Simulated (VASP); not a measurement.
# MgH2 (P4_2/mnm) in VASP: notebook

Runs on MgH2. Level: PBE. Tasks: single point, relaxation of the atoms.

Everything below comes from runs of VASP 6.6.1. Logs are shortened: lines on timing, memory, paths and dates and some standing lists are left out, and cuts for length are marked.

**1. The cell of the first run**

The structure is tetragonal, space group P4_2/mnm (No. 136). Conventional cell: a = 4.477 Å, b = 4.477 Å, c = 2.993 Å, α = 90.00°, β = 90.00°, γ = 90.00°. Within 2.6 Å of Mg (site symmetry mmm) lie 6 H at 1.93 to 1.94 Å. Within 2.6 Å of H (site symmetry m2m) lie 3 Mg at 1.93 to 1.94 Å and 1 H at 2.48 Å.

**2. Single point, PBE**

File INCAR:

```
PREC = Accurate ; ENCUT = 520
EDIFF = 1E-6 ; ISMEAR = -1
SIGMA = 0.02 ; LREAL = False
LASPH = True ; NELM = 80
ALGO = Normal ; ISIF = 2
LWAVE = False ; LCHARG = False
GGA = PE ; NBANDS = 13
```

File KPOINTS:

```
Automatic mesh
0
Gamma
  6 6 9
```

File POSCAR:

```
MgH2
1.0
    4.4766940000      0.0000000000      0.0000000000
    0.0000000000      4.4766940000      0.0000000000
    0.0000000000      0.0000000000      2.9925370000
Mg H
2 4
Direct
    0.5000000000      0.5000000000      0.5000000000
    0.0000000000      0.0000000000      0.0000000000
    0.6955720000      0.6955720000      0.0000000000
    0.8044280000      0.1955720000      0.5000000000
    0.3044280000      0.3044280000      0.0000000000
    0.1955720000      0.8044280000      0.5000000000
```

Potentials or basis: VASP PAW PBE potentials, release 64 (Mg, H).

Run with:

```
cat potpaw_PBE.64/Mg/POTCAR potpaw_PBE.64/H/POTCAR > POTCAR
mpirun -np 1 vasp_std > vasp.out
```

OUTCAR:

```text
PREC = Accurate
   ENCUT = 520
   EDIFF = 1E-6
   ISMEAR = -1
   LREAL = False
   LASPH = True
   NELM = 80
   ISIF = 2
   GGA = PE

 ion  position               nearest neighbor table
   1  0.500  0.500  0.500-   4 1.93   6 1.93   5 1.94   3 1.94   3 1.94   5 1.94   2 3.50   2 3.50
                             2 3.50   2 3.50   2 3.50   2 3.50   2 3.50   2 3.50
   2  0.000  0.000  0.000-   3 1.93   5 1.93   4 1.94   6 1.94   4 1.94   6 1.94   1 3.50   1 3.50
                             1 3.50   1 3.50   1 3.50   1 3.50   1 3.50   1 3.50
   3  0.696  0.696  0.000-   2 1.93   1 1.94   1 1.94
   4  0.804  0.196  0.500-   1 1.93   2 1.94   2 1.94
   5  0.304  0.304  0.000-   2 1.93   1 1.94   1 1.94
   6  0.196  0.804  0.500-   1 1.93   2 1.94   2 1.94

  LATTYP: Found a simple tetragonal cell.
 ALAT       =     4.4766940000
 C/A-ratio  =     0.6684703042

  Lattice vectors:

 A1 = (   4.4766940000,   0.0000000000,   0.0000000000)
 A2 = (   0.0000000000,   4.4766940000,   0.0000000000)
 A3 = (   0.0000000000,   0.0000000000,   2.9925370000)

Analysis of symmetry for initial positions (statically):
=====================================================================
 Subroutine PRICEL returns:
 Original cell was already a primitive cell.

 Routine SETGRP: Setting up the symmetry group for a
 simple tetragonal supercell.

 Subroutine GETGRP returns: Found 16 space group operations
 (whereof  8 operations were pure point group operations)
 out of a pool of 16 trial point group operations.

The static configuration has the point symmetry D_2h.
 The point group associated with its full space group is D_4h.

Analysis of symmetry for dynamics (positions and initial velocities):
=====================================================================
 Subroutine PRICEL returns:
 Original cell was already a primitive cell.

 Routine SETGRP: Setting up the symmetry group for a
 simple tetragonal supercell.

 Subroutine GETGRP returns: Found 16 space group operations
 (whereof  8 operations were pure point group operations)
 out of a pool of 16 trial point group operations.

The dynamic configuration has the point symmetry D_2h.
 The point group associated with its full space group is D_4h.

 Subroutine INISYM returns: Found 16 space group operations
 (whereof  8 operations are pure point group operations),
 and found     1 'primitive' translations

----------------------------------------------------------------------------------------

                                     Primitive cell

  volume of cell :      59.9728

  direct lattice vectors                    reciprocal lattice vectors
     4.476694000  0.000000000  0.000000000     0.223379128  0.000000000  0.000000000
     0.000000000  4.476694000  0.000000000     0.000000000  0.223379128  0.000000000
     0.000000000  0.000000000  2.992537000     0.000000000  0.000000000  0.334164624

  length of vectors
     4.476694000  4.476694000  2.992537000     0.223379128  0.223379128  0.334164624

  position of ions in fractional coordinates (direct lattice)
     0.500000000  0.500000000  0.500000000
     0.000000000  0.000000000  0.000000000
     0.695572000  0.695572000  0.000000000
     0.804428000  0.195572000  0.500000000
     0.304428000  0.304428000  0.000000000
     0.195572000  0.804428000  0.500000000

  ion indices of the primitive-cell ions
   primitive index   ion index
                 1           1
                 2           2
                 3           3
                 4           4
                 5           5
                 6           6

----------------------------------------------------------------------------------------

 KPOINTS: Automatic mesh

Automatic generation of k-mesh.
 Grid dimensions read from file:
 generate k-points for:    6    6    9

 Generating k-lattice:

  Cartesian coordinates                     Fractional coordinates (reciprocal lattice)
     0.037229855  0.000000000  0.000000000     0.166666667  0.000000000  0.000000000
     0.000000000  0.037229855  0.000000000     0.000000000  0.166666667  0.000000000
     0.000000000  0.000000000  0.037129403     0.000000000  0.000000000  0.111111111

  Length of vectors
     0.037229855  0.037229855  0.037129403

  Shift w.r.t. Gamma in fractional coordinates (k-lattice)
     0.000000000  0.000000000  0.000000000

 Subroutine IBZKPT returns following result:
 ===========================================

 Found     50 irreducible k-points:

 Following reciprocal coordinates:
            Coordinates               Weight
  0.000000  0.000000  0.000000      1.000000
  0.166667  0.000000  0.000000      4.000000
  0.333333  0.000000  0.000000      4.000000
  0.500000  0.000000  0.000000      2.000000
  0.166667  0.166667  0.000000      4.000000
  0.333333  0.166667  0.000000      8.000000
[... 16 lines left out ...]
  0.333333  0.000000  0.222222      8.000000
  0.500000  0.000000  0.222222      4.000000
 [... further k-points ...]
   k-points           NKPTS =     50   k-points in BZ     NKDIM =     50   number of bands    NBANDS=     13
   number of dos      NEDOS =    301   number of ions     NIONS =      6
   total plane-waves  NPLWV =  31104
   dimension x,y,z NGX =    36 NGY =   36 NGZ =   24
   dimension x,y,z NGXF=    72 NGYF=   72 NGZF=   48
   ions per type =               2   4
   NGX,Y,Z   is equivalent  to a cutoff of  13.37, 13.37, 13.33 a.u.
   NGXF,Y,Z  is equivalent  to a cutoff of  26.74, 26.74, 26.67 a.u.
 SYSTEM =  unknown system
   PREC   = accura    normal or accurate (medium, high low for compatibility)
   ISTART =      0    job   : 0-new  1-cont  2-samecut
   ICHARG =      2    charge: 1-file 2-atom 10-const
   ISPIN  =      1    spin polarized calculation?
   LNONCOLLINEAR =      F non collinear calculations
   LSORBIT =      F    spin-orbit coupling
   LASPH  =      T    aspherical Exc in radial PAW
   ENCUT  =  520.0 eV  38.22 Ry    6.18 a.u.   8.32  8.32  5.56*2*pi/ulx,y,z
   NELM   =     80;   NELMIN=  2; NELMDL= -5     # of ELM steps
   EDIFF  = 0.1E-05   stopping-criterion for ELM
   LREAL  =      F    real-space projection
   EDIFFG = 0.1E-04   stopping-criterion for IOM
   NSW    =      0    number of steps for IOM
   IBRION =     -1    ionic relax: 0-MD 1-quasi-New 2-CG
   NFREE  =      0    steps in history (QN), initial steepest desc. (CG)
   ISIF   =      2    stress and relaxation
   ISYM   =      2    0-nonsym 1-usesym 2-fastsym
   POTIM  = 0.5000    time-step for ionic-motion
   TEBEG  =    0.0;   TEEND  =   0.0 temperature during run
   PSTRESS=    0.0 pullay stress
   NELECT =       8.0000    total number of electrons
   NUPDOWN=      -1.0000    fix difference up-down
   EMIN   =  10.00;   EMAX   =-10.00  energy-range for DOS
   EFERMI =   0.00;   METHOD = LEGACY
   ISMEAR =    -1;   SIGMA  =   0.02  broadening in eV -4-tet -1-fermi 0-gaus
   EFERMI_NEDOS =   21; number of points for ismear=-14 and -15
   IALGO  =     38    algorithm
   IMIX   =      4    mixing-type and parameters
     AMIX     =   0.40;   BMIX     =  1.00
     AMIX_MAG =   1.60;   BMIX_MAG =  1.00
  volume/ion in A,a.u.               =      10.00        67.45
  Fermi-wavevector in a.u.,A,eV,Ry     =   0.836476  1.580710  9.519884  0.699692
  Thomas-Fermi vector in A             =   1.950206
   LORBIT       =      0    0 simple, 1 ext, 2 COOP (PROOUT), +10 PAW based schemes
   GGA     = PE    functional components
   LHFCALC =     F    Hartree Fock is set to
   AEXX    =    0.0000 exact exchange contribution
   IVDW    =     0    specifies the selected vdW correction
   LEPSILON=     F    determine dielectric tensor
   LRPA    =     F    only Hartree local field effects (RPA)
 non-spin polarized calculation
  energy-cutoff  :      520.00
  volume of cell :       59.97
 maximum number of plane-waves:      1643
 NGX is ok and might be reduce to    36
   NGX = 17   NGY = 17   NGZ = 11

 number of electron       8.0000002 magnetization

 Free energy of the ion-electron system (eV)
  ---------------------------------------------------
  ext. energy  EPLUGINS =         0.00000000
  ---------------------------------------------------
  free energy    TOTEN  =       -17.64909043 eV

  energy without entropy =      -17.64909043  energy(sigma->0) =      -17.64909043

 E-fermi :  -0.0898     XC(G=0):  -8.4771

 val. band max:       -0.5003063080   @ k =   0.1667   0.1667   0.1111
 cond. band min:       3.4381691216   @ k =   0.3333   0.3333   0.4444
 fundamental gap:      3.9384754297
 Fermi energy:        -0.0897961150

 k-point     1 :       0.0000    0.0000    0.0000
  band No.  band energies     occupation
      1      -7.0431      2.00000
      2      -1.9762      2.00000
      3      -1.9762      2.00000
      4      -0.9374      2.00000
      5       4.2152      0.00000
      6       4.6119      0.00000
      7       8.7770      0.00000
      8       8.7770      0.00000
      9      10.5857      0.00000
     10      10.9139      0.00000
     11      11.8567      0.00000
     12      14.7659      0.00000
     13      14.7659      0.00000

 k-point     2 :       0.1667    0.0000    0.0000
  band No.  band energies     occupation
      1      -6.8561      2.00000
      2      -2.8732      2.00000
      3      -1.8514      2.00000
      4      -0.5927      2.00000
      5       4.3158      0.00000
      6       5.1305      0.00000
      7       7.5264      0.00000
      8       9.2533      0.00000
      9      11.0872      0.00000
     10      12.0044      0.00000
     11      12.3892      0.00000
[... 339 lines left out ...]
 k-point    24 :       0.5000    0.0000    0.2222
  band No.  band energies     occupation
      1      -4.7159      2.00000
      2      -4.7159      2.00000
      3      -0.8314      2.00000
      4      -0.8314      2.00000
      5       5.3684      0.00000
      6       5.3684      0.00000
      7       7.1654      0.00000
      8       7.1654      0.00000
      9       9.1819      0.00000
     10       9.1819      0.00000
     11      12.6264      0.00000
     12      12.6264      0.00000
     13      14.5906      0.00000

 [... further k-points ...]

------------------------ aborting loop because EDIFF is reached ----------------------------------------

  FORCE on cell =-STRESS in cart. coord.  units (eV):
  Direction    XX          YY          ZZ          XY          YZ          ZX
  --------------------------------------------------------------------------------------
  -------------------------------------------------------------------------------------
  Total        0.3515808      0.3515808      0.4307527     -0.0000000      0.0000000      0.0000000
  in kB        9.3925036      9.3925036     11.5075852     -0.0000000      0.0000000      0.0000000
  external PRESSURE =      10.0975308 kB  Pullay stress =       0.0000000 kB

 VOLUME and BASIS-vectors are now :
 -----------------------------------------------------------------------------
  energy-cutoff  :      520.00
  volume of cell :       59.97
      direct lattice vectors                 reciprocal lattice vectors
     4.476694000  0.000000000  0.000000000     0.223379128  0.000000000  0.000000000
     0.000000000  4.476694000  0.000000000     0.000000000  0.223379128  0.000000000
     0.000000000  0.000000000  2.992537000     0.000000000  0.000000000  0.334164624

 POSITION                                       TOTAL-FORCE (eV/Angst)
 -----------------------------------------------------------------------------------
      2.23835      2.23835      1.49627         0.000000      0.000000      0.000000
      0.00000      0.00000      0.00000         0.000000      0.000000      0.000000
      3.11386      3.11386      0.00000         0.005299      0.005299      0.000000
      3.60118      0.87552      1.49627        -0.005299      0.005299      0.000000
      1.36283      1.36283      0.00000        -0.005299     -0.005299     -0.000000
      0.87552      3.60118      1.49627         0.005299     -0.005299      0.000000
 -----------------------------------------------------------------------------------
    total drift:                                0.000000     -0.000000     -0.000000

  FREE ENERGIE OF THE ION-ELECTRON SYSTEM (eV)
  ---------------------------------------------------
  free  energy   TOTEN  =       -17.6490904277 eV

  energy  without entropy=      -17.6490904276  energy(sigma->0) =      -17.64909043
```

Run time: 19 s. Hardware: 1 thread of Intel Xeon Platinum 8488C (Sapphire Rapids), shared host; peak memory 0.19 GiB.

What came out:

```
Free energy            : -17.6491 eV
Pressure               : 1.0 GPa
Largest force          : 0.007 eV/Å
Band gap on the k mesh : 3.94 eV (least direct gap 4.80 eV)
```

Forces in eV/Å, atoms in the order of the input:
```
Mg   0.000  0.000  0.000
Mg   0.000  0.000  0.000
H    0.005  0.005  0.000
H   -0.005  0.005  0.000
H   -0.005 -0.005  0.000
H    0.005 -0.005  0.000
```

Levels at points of the mesh, in eV from the valence-band top:
```
           k point  band 1  band 2  band 3  band 4  band 5  band 6  band 7  band 8  band 9
(0.00, 0.00, 0.00)   -6.54   -1.48   -1.48   -0.44    4.72    5.11    9.28    9.28   11.09
(0.50, 0.00, 0.00)   -4.90   -4.90   -0.52   -0.52    5.38    5.38   10.18   10.18   11.92
(0.50, 0.50, 0.00)   -3.81   -3.81   -2.79   -2.79    9.17    9.17    9.29    9.29   13.40
```

Caveat: an odd mesh through Γ misses points on the zone boundary, where band edges can lie.

**3. Relaxation of the atoms, PBE**

File INCAR:

```
SYSTEM = MgH2
PREC = Accurate ; ENCUT = 520
EDIFF = 1E-7 ; ISMEAR = -1
SIGMA = 0.02 ; LREAL = .False.
LASPH = .True. ; NELM = 60
ALGO = Normal ; ISIF = 2
LWAVE = .False. ; LCHARG = .False.
GGA = PE ; IBRION = 2
NSW = 80 ; EDIFFG = -0.02
```

File KPOINTS:

```
regular mesh
0
Gamma
  6 6 9
  0 0 0
```

POSCAR is that of step 2.

Potentials or basis: VASP PAW PBE potentials, release 64 (Mg, H).

Run with:

```
cat potpaw_PBE.64/Mg/POTCAR potpaw_PBE.64/H/POTCAR > POTCAR
mpirun -np 1 vasp_std > vasp.out
```

Run time: 14 s. Hardware: 1 thread of Intel Xeon Platinum 8488C (Sapphire Rapids), shared host; peak memory 0.18 GiB.

Results (log left out):

```yaml
Free_energy: -17.6491 eV
Pressure_after_relaxing: 1.0 GPa
Largest_force_after_relaxing: 0.007 eV/Å
Band_gap_on_the_k_mesh: 3.94 eV (least direct gap 4.80 eV)
```

Forces on the atoms (eV/Å):
```
Mg   0.000  0.000  0.000
Mg   0.000  0.000  0.000
H    0.005  0.005  0.000
H   -0.005  0.005  0.000
H   -0.005 -0.005  0.000
H    0.005 -0.005  0.000
```

Stress tensor (GPa, compression positive):
```
0.94 0.00 0.00
0.00 0.94 0.00
0.00 0.00 1.15
```

Final structure:
```
CELL_PARAMETERS angstrom
4.47669 0.00000 0.00000
0.00000 4.47669 0.00000
0.00000 0.00000 2.99254
ATOMIC_POSITIONS crystal
Mg 0.50000 0.50000 0.50000
Mg 0.00000 0.00000 0.00000
H 0.69557 0.69557 0.00000
H 0.80443 0.19557 0.50000
H 0.30443 0.30443 0.00000
H 0.19557 0.80443 0.50000
```

Levels at points of the mesh, in eV from the valence-band top:
```csv
k point,band 2,band 3,band 4,band 5,band 6,band 7
"(0.00, 0.00, 0.00)",-1.48,-1.48,-0.44,4.72,5.11,9.28
"(0.50, 0.00, 0.00)",-4.90,-0.52,-0.52,5.38,5.38,10.18
"(0.50, 0.50, 0.00)",-3.81,-2.79,-2.79,9.17,9.17,9.29
```

Caveat: the relaxation stopped at its first step, so nothing moved; an odd mesh through Γ misses points on the zone boundary, where band edges can lie.
